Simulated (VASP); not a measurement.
## Pt: single point with LDA

Crystal: Pt.

```xyz
2
Lattice="2.6245 0.0000 0.0000 -1.3122 2.2729 0.0000 0.0000 0.0000 4.5318" Properties=species:S:1:pos:R:3 pbc="T T T"
Pt    1.3122    0.7576    3.3988
Pt    0.0000    1.5152    1.1329
```

This isn't the form of Pt at room conditions, which is fcc.

| Quantity | Value |
| --- | --- |
| Program | VASP 6.6.1 |
| Task | single point |
| Functional | LDA |
| Potentials or basis | VASP PAW LDA potentials, release 64 (Pt_sv_GW) |
| Cutoff | 570 eV |
| k mesh | 21 × 21 × 10 |
| Occupations | gaussian, width 0.15 eV |
| Spin | collinear spin |
| Starting moments | [0.2, 0.2] μB |
| Fixed moment | 0.4 μB |
| Dipole correction | no |
| Further INCAR settings | ALGO = Normal; EDIFF = 1e-06; NBANDS = 29 |

The pressure is 36.7 GPa, the net moment is 0.40 μB per cell and the site moments are Pt +0.21 μB.

Stress tensor (GPa, compression positive):
```
38.87  0.00  0.00
 0.00 38.87  0.00
 0.00  0.00 32.30
```

It took 2.9 min on 1 thread of Intel(R) Xeon(R) 6975P-C (Granite Rapids), on a shared host, peak memory 0.41 GiB.

Caveat: the stress differs along the axes, from 32 to 39 GPa; the total moment is fixed, so each spin has its own Fermi level and the state may be an excited one.
